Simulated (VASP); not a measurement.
# Zr2HS4 in VASP: further runs, part 2 of 2

VASP 6.6.1. Earlier steps stand in the parts before.

### 4 Single point, PBE+D3(BJ)

Contents of INCAR:

```
  PREC = Accurate
  ENCUT = 400
  EDIFF = 1E-6
  ISMEAR = 0
  SIGMA = 0.05
  LREAL = F
  LASPH = T
  NELM = 120
  ALGO = Normal
  ISIF = 2
  LWAVE = F
  LCHARG = F
  LDIPOL = T
  IDIPOL = 3
  DIPOL = 0.5 0.5 0.274
  GGA = PE
  IVDW = 12
  NBANDS = 62
  GGA_COMPAT = F
  NELMDL = -8
```

Contents of KPOINTS:

```
Automatic mesh
0
Gamma
  6 6 1
```

Contents of POSCAR:

```
Zr2HS4
1.0
    7.2976778227      0.0000000000      0.0000000000
   -3.6488389114      6.3199743831      0.0000000000
    0.0000000000      0.0000000000     20.9171506047
S Zr H
8 4 2
Direct
    0.3333333333      0.1666666667      0.1912306354
    0.3333333333      0.6666666667      0.1912306354
    0.8333333333      0.1666666667      0.1912306354
    0.8333333333      0.6666666667      0.1912306354
    0.1666666667      0.3333333333      0.3306927762
    0.1666666667      0.8333333333      0.3306927762
    0.6666666667      0.3333333333      0.3306927762
    0.6666666667      0.8333333333      0.3306927762
    0.0000000000      0.0000000000      0.2609617058
    0.0000000000      0.5000000000      0.2609617058
    0.5000000000      0.0000000000      0.2609617058
    0.5000000000      0.5000000000      0.2609617058
    0.2449231649      0.7550768351      0.3522062227
    0.4217435018      0.5782564982      0.3522062227
```

Potentials or basis: VASP PAW PBE potentials, release 64 (S, Zr_sv, H).

Command:

```
$ cat potpaw_PBE.64/S/POTCAR potpaw_PBE.64/Zr_sv/POTCAR potpaw_PBE.64/H/POTCAR > POTCAR
$ mpirun -np 1 vasp_std > vasp.out
```

OUTCAR:

```text
PREC = Accurate
   ENCUT = 400
   EDIFF = 1E-6
   ISMEAR = 0
   LREAL = F
   LASPH = T
   NELM = 120
   ISIF = 2
   GGA = PE
   IVDW = 12
   NELMDL = -8
 IVDW          = 12

 ion  position               nearest neighbor table
   1  0.333  0.167  0.191-   9 2.56  12 2.56  11 2.56
   2  0.333  0.667  0.191-  10 2.56  11 2.56  12 2.56
   3  0.833  0.167  0.191-  11 2.56  10 2.56   9 2.56
   4  0.833  0.667  0.191-  12 2.56   9 2.56  10 2.56
   5  0.167  0.333  0.331-  12 2.56   9 2.56  10 2.56
   6  0.167  0.833  0.331-  13 1.09  11 2.56  10 2.56   9 2.56
   7  0.667  0.333  0.331-  10 2.56  11 2.56  12 2.56
   8  0.667  0.833  0.331-   9 2.56  12 2.56  11 2.56
   9  0.000  0.000  0.261-   1 2.56   8 2.56   5 2.56   4 2.56   6 2.56   3 2.56  12 3.65  12 3.65
                            11 3.65  11 3.65  10 3.65  10 3.65
  10  0.000  0.500  0.261-   2 2.56   7 2.56   6 2.56   3 2.56   4 2.56   5 2.56  11 3.65  11 3.65
                            12 3.65  12 3.65   9 3.65   9 3.65
  11  0.500  0.000  0.261-   3 2.56   6 2.56   2 2.56   7 2.56   1 2.56   8 2.56  10 3.65  10 3.65
[... 1050 lines left out ...]
 E8    (eV) :    -1.3954

  FORCE on cell =-STRESS in cart. coord.  units (eV):
  Direction    XX          YY          ZZ          XY          YZ          ZX
  --------------------------------------------------------------------------------------
  -------------------------------------------------------------------------------------
  Total       8.26190     2.27510     7.81694    -5.18471    -2.39694     4.15163
  in kB      13.72106     3.77841    12.98209    -8.61059    -3.98076     6.89488
  external pressure =       10.16 kB  Pullay stress =        0.00 kB

 VOLUME and BASIS-vectors are now :
 -----------------------------------------------------------------------------
  energy-cutoff  :      400.00
  volume of cell :      964.72
      direct lattice vectors                 reciprocal lattice vectors
     7.297677823  0.000000000  0.000000000     0.137029891  0.079114245  0.000000000
    -3.648838911  6.319974383  0.000000000     0.000000000  0.158228489  0.000000000
     0.000000000  0.000000000 20.917150605     0.000000000  0.000000000  0.047807659

 POSITION                                       TOTAL-FORCE (eV/Angst)
 -----------------------------------------------------------------------------------
      1.82442      1.05333      4.00000        -0.076228     -0.163976      0.018155
     -0.00000      4.21332      4.00000        -0.113648      0.065615      0.017803
      5.47326      1.05333      4.00000         0.182725     -0.105497      0.017165
      3.64884      4.21332      4.00000         0.103894      0.148003      0.018155
      0.00000      2.10666      6.91715        -0.504221      0.351625      1.091890
     -1.82442      5.26665      6.91715       -10.132164      5.849807     -3.811036
      3.64884      2.10666      6.91715         0.057971     -0.033469      0.373943
      1.82442      5.26665      6.91715        -0.556627      0.260855      1.091890
      0.00000      0.00000      5.45858        -0.665523      0.384240     -1.291288
     -1.82442      3.15999      5.45858        -0.307565     -1.264951     -1.254128
      3.64884      0.00000      5.45858         0.941698      0.898835     -1.254128
      1.82442      3.15999      5.45858         0.310339     -0.179174     -0.296229
     -0.96778      4.77207      7.36715        10.154739     -5.862841      6.041876
      0.96778      3.65457      7.36715         0.604610     -0.349072     -0.764066
 -----------------------------------------------------------------------------------
    total drift:                               -0.000131      0.000076      0.000632

  FREE ENERGIE OF THE ION-ELECTRON SYSTEM (eV)
  ---------------------------------------------------
  free  energy   TOTEN  =       -91.0455712740 eV

  energy  without entropy=      -91.0388924448  energy(sigma->0) =      -91.04223186

 vacuum level on the upper side and lower side of the slab         2.553         3.450
```

OSZICAR:

```text
N       E                     dE             d eps       ncg     rms          rms(c)
DAV:   1     0.818106888989E+03    0.81811E+03   -0.36808E+04  1980   0.100E+03
DAV:   2     0.198588554180E+02   -0.79825E+03   -0.78322E+03  2246   0.273E+02
DAV:   3    -0.877317607399E+02   -0.10759E+03   -0.10686E+03  2088   0.929E+01
[... 22 lines left out ...]
DAV:  26    -0.879145495041E+02   -0.10604E-04   -0.24738E-07  1146   0.108E-03    0.641E-04
DAV:  27    -0.879145588386E+02   -0.93345E-05   -0.46490E-07  1266   0.106E-03    0.503E-04
DAV:  28    -0.879145616679E+02   -0.28293E-05   -0.46998E-08  1176   0.544E-04    0.322E-04
DAV:  29    -0.879145657733E+02   -0.41053E-05   -0.79094E-08  1142   0.481E-04    0.246E-04
DAV:  30    -0.879145678990E+02   -0.21258E-05   -0.47502E-08  1136   0.438E-04    0.166E-04
DAV:  31    -0.879145683476E+02   -0.44854E-06   -0.15295E-08   848   0.256E-04
   1 F= -.91045571E+02 E0= -.91042232E+02  d E =-.667883E-02
```

stdout:

```text
POSCAR found type information on POSCAR S ZrH
 POSCAR found :  3 types and      14 ions
 scaLAPACK will be used
 LDA part: xc-table for (Slater+PW92), standard interpolation
 POSCAR, INCAR and KPOINTS ok, starting setup
 FFT: planning ... GRIDC
 FFT: planning ... GRID_SOFT
 FFT: planning ... GRID
 WAVECAR not read
 entering main loop
```

Run time: 17 min. Hardware: 1 thread of AMD EPYC 9R45 (Zen 5), shared host; peak memory 0.88 GiB.

Results:

```
Free energy                : -91.0456 eV
Largest force              : 13.191 eV/Å
Band gap on the k mesh     : zero (bands 49 and 50 overlap by 0.40 eV)
Dispersion energy per atom : -0.224 eV
```

Forces in eV/Å, atoms in the order of the input:
```
S    -0.076  -0.164   0.018
S    -0.114   0.066   0.018
S     0.183  -0.105   0.017
S     0.104   0.148   0.018
S    -0.504   0.352   1.092
S   -10.132   5.850  -3.811
S     0.058  -0.033   0.374
S    -0.557   0.261   1.092
Zr   -0.666   0.384  -1.291
Zr   -0.308  -1.265  -1.254
Zr    0.942   0.899  -1.254
Zr    0.310  -0.179  -0.296
H    10.155  -5.863   6.042
H     0.605  -0.349  -0.764
```

### 5 Summary

| cell | gap on the mesh (eV) | largest force (eV/Å) |
| --- | --- | --- |
| as given, atomic positions A | 1.10 | 3.23 |
| as given, atomic positions B | none | 1.84 |
| as given, atomic positions C | none | 13.19 |

Alike in all rows: task single point; level PBE+D3(BJ); potentials or basis VASP PAW PBE potentials, release 64 (S, Zr_sv, H); no spin polarisation; k mesh 6 × 6 × 1; cutoff (eV) 400; smearing gaussian 0.05 eV.

Total energies depend on the potentials used, so only differences within one code and one set of settings carry meaning.
